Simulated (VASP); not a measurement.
A run of VASP 6.6.1:

The input INCAR:

```
SYSTEM = Rh
ALGO = Normal ; EDIFF = 1E-6
ENCUT = 500 ; GGA_COMPAT = .False.
ISIF = 2 ; ISMEAR = -1
LASPH = .True. ; LCHARG = .False.
LREAL = .False. ; LWAVE = .False.
NBANDS = 14 ; NELM = 120
PREC = Accurate ; SIGMA = 0.05
```

KPOINTS

```
k-points
0
Gamma
  17 17 17
  0 0 0
```

POSCAR

```
Rh
1.0
    0.0000000000      1.8385478656      1.8385478656
    1.8385478656      0.0000000000      1.8385478656
    1.8385478656      1.8385478656      0.0000000000
Rh
1
Direct
    0.0000000000      0.0000000000      0.0000000000
```

Potentials or basis: VASP PAW LDA potentials, release 64 (Rh_pv).

The run is started by

```console
$ cat potpaw_LDA.64/Rh_pv/POTCAR > POTCAR
$ mpirun -np 1 vasp_std > vasp.out
```

Hardware: 1 thread of Intel Xeon 8259CL, on a shared host.

**Question.** Estimate the wall time of this run.

**Answer.** Wall time 30 s on 1 thread of Intel Xeon 8259CL, on a shared host, peak memory 0.14 GiB. Counts: scf iterations 11, k points 165.
